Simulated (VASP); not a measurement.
# ScF3 (Pm-3m) in VASP: density of states with LDA

Aim: the density of states of ScF3 with LDA.

All numbers are computed with VASP 6.6.1; they aren't measurements. Logs are shortened: lines on timing, memory, paths and dates and some standing lists are left out, and cuts for length are marked.

**1. The cell of the first run**

Symmetry: Pm-3m, No. 221, cubic system. Conventional cell: a = 4.012 Å, b = 4.012 Å, c = 4.012 Å, α = 90.00°, β = 90.00°, γ = 90.00°. Within 2.7 Å of Sc (site symmetry m-3m) lie 6 F at 2.01 Å. F (site symmetry 4/mmm) has 2 Sc at 2.01 Å within 2.7 Å.

**2. Density of states, LDA**

File POSCAR:

```
ScF3
1.0
    4.0124500000      0.0000000000      0.0000000000
    0.0000000000      4.0124500000      0.0000000000
    0.0000000000      0.0000000000      4.0124500000
Sc F
1 3
Direct
    0.0000000000      0.0000000000      0.0000000000
    0.5000000000      0.0000000000      0.0000000000
    0.0000000000      0.5000000000      0.0000000000
    0.0000000000      0.0000000000      0.5000000000
```

File INCAR.step1:

```
SYSTEM = ScF3
ALGO = Normal ; EDIFF = 1E-6
ENCUT = 520 ; ISIF = 2
ISMEAR = 0 ; LASPH = .TRUE.
LCHARG = .TRUE. ; LMAXMIX = 4
LREAL = .FALSE. ; LWAVE = .FALSE.
NBANDS = 24 ; NELM = 60
PREC = Accurate ; SIGMA = 0.01
```

File KPOINTS.step1:

```
k-points
0
G
  3 3 3
  0 0 0
```

File INCAR.step2:

```
SYSTEM = ScF3
ALGO = Normal ; EDIFF = 1E-6
ENCUT = 520 ; ICHARG = 11
ISIF = 2 ; ISMEAR = -5
LASPH = .TRUE. ; LCHARG = .FALSE.
LMAXMIX = 4 ; LORBIT = 11
LREAL = .FALSE. ; LWAVE = .FALSE.
NEDOS = 1001 ; NELM = 60
PREC = Accurate ; SIGMA = 0.01
```

File KPOINTS.step2:

```
k-points
0
G
  5 5 5
  0 0 0
```

Potentials or basis: VASP PAW LDA potentials, release 64 (Sc_sv, F).

The run is started by

```console
cat potpaw_LDA.64/Sc_sv/POTCAR potpaw_LDA.64/F/POTCAR > POTCAR
cp INCAR.step1 INCAR
cp KPOINTS.step1 KPOINTS
mpirun -np 1 vasp_std > vasp.out
cp INCAR.step2 INCAR
cp KPOINTS.step2 KPOINTS
mpirun -np 1 vasp_std > vasp.out
```

OUTCAR:

```text
SYSTEM = ScF3
   EDIFF = 1E-6
   ENCUT = 520
   ICHARG = 11
   ISIF = 2
   ISMEAR = -5
   LASPH = .TRUE.
   LORBIT = 11
   LREAL = .FALSE.
   NELM = 60
   PREC = Accurate

 ion  position               nearest neighbor table
   1  0.000  0.000  0.000-   2 2.01   3 2.01   4 2.01   4 2.01   3 2.01   2 2.01
   2  0.500  0.000  0.000-   1 2.01   1 2.01
   3  0.000  0.500  0.000-   1 2.01   1 2.01
   4  0.000  0.000  0.500-   1 2.01   1 2.01

  LATTYP: Found a simple cubic cell.
 ALAT       =     4.0124500000

  Lattice vectors:

 A1 = (   4.0124500000,   0.0000000000,   0.0000000000)
 A2 = (   0.0000000000,   4.0124500000,   0.0000000000)
 A3 = (   0.0000000000,   0.0000000000,   4.0124500000)

Analysis of symmetry for initial positions (statically):
=====================================================================
 Subroutine PRICEL returns:
 Original cell was already a primitive cell.

 Routine SETGRP: Setting up the symmetry group for a
 simple cubic supercell.

 Subroutine GETGRP returns: Found 48 space group operations
 (whereof 48 operations were pure point group operations)
 out of a pool of 48 trial point group operations.

The static configuration has the point symmetry O_h .

Analysis of symmetry for dynamics (positions and initial velocities):
=====================================================================
 Subroutine PRICEL returns:
 Original cell was already a primitive cell.

 Routine SETGRP: Setting up the symmetry group for a
 simple cubic supercell.

 Subroutine GETGRP returns: Found 48 space group operations
 (whereof 48 operations were pure point group operations)
 out of a pool of 48 trial point group operations.

The dynamic configuration has the point symmetry O_h .

 Subroutine INISYM returns: Found 48 space group operations
 (whereof 48 operations are pure point group operations),
 and found     1 'primitive' translations

----------------------------------------------------------------------------------------

                                     Primitive cell

[... 81 lines left out ...]
   EDIFF  = 0.1E-05   stopping-criterion for ELM
   LREAL  =      F    real-space projection
   EDIFFG = 0.1E-04   stopping-criterion for IOM
   NSW    =      0    number of steps for IOM
   IBRION =     -1    ionic relax: 0-MD 1-quasi-New 2-CG
   NFREE  =      0    steps in history (QN), initial steepest desc. (CG)
   ISIF   =      2    stress and relaxation
   ISYM   =      2    0-nonsym 1-usesym 2-fastsym
   POTIM  = 0.5000    time-step for ionic-motion
   TEBEG  =    0.0;   TEEND  =   0.0 temperature during run
   PSTRESS=    0.0 pullay stress
   NELECT =      32.0000    total number of electrons
   NUPDOWN=      -1.0000    fix difference up-down
   EMIN   =  10.00;   EMAX   =-10.00  energy-range for DOS
   EFERMI =   0.00;   METHOD = LEGACY
   ISMEAR =    -5;   SIGMA  =   0.01  broadening in eV -4-tet -1-fermi 0-gaus
   EFERMI_NEDOS =   21; number of points for ismear=-14 and -15
   IALGO  =     38    algorithm
   IMIX   =      4    mixing-type and parameters
     AMIX     =   0.40;   BMIX     =  1.00
     AMIX_MAG =   1.60;   BMIX_MAG =  1.00
  volume/ion in A,a.u.               =      16.15       108.98
  Fermi-wavevector in a.u.,A,eV,Ry     =   1.295334  2.447827 22.829091  1.677891
  Thomas-Fermi vector in A             =   2.426861
   LORBIT       =     11    0 simple, 1 ext, 2 COOP (PROOUT), +10 PAW based schemes
   GGA     = CA    functional components
   LHFCALC =     F    Hartree Fock is set to
   AEXX    =    0.0000 exact exchange contribution
   IVDW    =     0    specifies the selected vdW correction
   LEPSILON=     F    determine dielectric tensor
   LRPA    =     F    only Hartree local field effects (RPA)
 non-spin polarized calculation
 Fermi weights with tetrahedron method with Bloechl corrections
  energy-cutoff  :      520.00
  volume of cell :       64.60
 maximum number of plane-waves:      1763
 NGX is ok and might be reduce to    30

 number of electron      31.9999963 magnetization

 Free energy of the ion-electron system (eV)
  ---------------------------------------------------
  ext. energy  EPLUGINS =         0.00000000
  ---------------------------------------------------
  free energy    TOTEN  =       -29.57924962 eV

  energy without entropy =      -29.57924962  energy(sigma->0) =      -29.57924962

 E-fermi :  -3.8875     XC(G=0):  -8.8732

 val. band max:       -3.9156708548   @ k =   0.4000   0.4000   0.4000
 cond. band min:       2.3129653910   @ k =   0.0000   0.0000   0.0000
 fundamental gap:      6.2286362458
 Fermi energy:        -3.8875287246

 k-point     1 :       0.0000    0.0000    0.0000
  band No.  band energies     occupation
      1     -49.1543      2.00000
      2     -28.1915      2.00000
      3     -28.1915      2.00000
      4     -28.1915      2.00000
      5     -23.5164      2.00000
      6     -23.2339      2.00000
[... 219 lines left out ...]
     19       3.8279      0.00000
     20       6.6222      0.00000

------------------------ aborting loop because EDIFF is reached ----------------------------------------

  FORCE on cell =-STRESS in cart. coord.  units (eV):
  Direction    XX          YY          ZZ          XY          YZ          ZX
  --------------------------------------------------------------------------------------
  -------------------------------------------------------------------------------------
  Total       -1.0445574     -1.0445574     -1.0445574     -0.0000000      0.0000000      0.0000000
  in kB      -25.9068142    -25.9068142    -25.9068142     -0.0000000      0.0000000      0.0000000
  external PRESSURE =     -25.9068142 kB  Pullay stress =       0.0000000 kB

 VOLUME and BASIS-vectors are now :
 -----------------------------------------------------------------------------
  energy-cutoff  :      520.00
  volume of cell :       64.60
      direct lattice vectors                 reciprocal lattice vectors
     4.012450000  0.000000000  0.000000000     0.249224289  0.000000000  0.000000000
     0.000000000  4.012450000  0.000000000     0.000000000  0.249224289  0.000000000
     0.000000000  0.000000000  4.012450000     0.000000000  0.000000000  0.249224289

 POSITION                                       TOTAL-FORCE (eV/Angst)
 -----------------------------------------------------------------------------------
      0.00000      0.00000      0.00000         0.000000      0.000000      0.000000
      2.00623      0.00000      0.00000         0.000000      0.000000      0.000000
      0.00000      2.00623      0.00000         0.000000      0.000000      0.000000
      0.00000      0.00000      2.00623         0.000000      0.000000      0.000000
 -----------------------------------------------------------------------------------
    total drift:                                0.000000      0.000000      0.000000

  FREE ENERGIE OF THE ION-ELECTRON SYSTEM (eV)
  ---------------------------------------------------
  free  energy   TOTEN  =       -29.5792496233 eV

  energy  without entropy=      -29.5792496233  energy(sigma->0) =      -29.57924962

 total charge

# of ion       s       p       d       tot
------------------------------------------
    1        2.202   6.273   0.988   9.463
    2        1.728   4.369   0.000   6.097
    3        1.728   4.369   0.000   6.097
    4        1.728   4.369   0.000   6.097
--------------------------------------------------
tot          7.387  19.379   0.988  27.755
```

OSZICAR.step1:

```text
N       E                     dE             d eps       ncg     rms          rms(c)
DAV:   1     0.400358143011E+03    0.40036E+03   -0.15229E+04   192   0.137E+03
DAV:   2    -0.338891509683E+01   -0.40375E+03   -0.38948E+03   264   0.442E+02
DAV:   3    -0.333320652811E+02   -0.29943E+02   -0.29699E+02   288   0.145E+02
DAV:   4    -0.340439367629E+02   -0.71187E+00   -0.71161E+00   232   0.211E+01
DAV:   5    -0.340538852276E+02   -0.99485E-02   -0.99449E-02   256   0.222E+00    0.170E+01
DAV:   6    -0.297387486294E+02    0.43151E+01   -0.12408E+01   272   0.460E+01    0.769E+00
DAV:   7    -0.296277964759E+02    0.11095E+00   -0.80176E-01   232   0.623E+00    0.437E+00
DAV:   8    -0.295704207255E+02    0.57376E-01   -0.24639E-01   272   0.537E+00    0.720E-01
DAV:   9    -0.295718070331E+02   -0.13863E-02   -0.14136E-01   232   0.267E+00    0.898E-01
DAV:  10    -0.295641152976E+02    0.76917E-02   -0.56490E-02   288   0.210E+00    0.202E-01
DAV:  11    -0.295637243644E+02    0.39093E-03   -0.46312E-03   264   0.850E-01    0.982E-02
DAV:  12    -0.295636145411E+02    0.10982E-03   -0.46587E-04   256   0.390E-01    0.206E-02
DAV:  13    -0.295636083803E+02    0.61608E-05   -0.28403E-05   264   0.712E-02    0.817E-03
DAV:  14    -0.295636087059E+02   -0.32562E-06   -0.66832E-06   216   0.187E-02
   1 F= -.29563609E+02 E0= -.29563609E+02  d E =-.288104E-30
```

Wall time 17 s (1 thread of Intel Xeon 6975P-C (Granite Rapids), shared host); peak memory 0.14 GiB.

What came out:

* Valence electrons inside the program's atomic spheres: Sc 9.46; F 6.10

Caveat: the k points lie up to 0.52 Å⁻¹ apart.
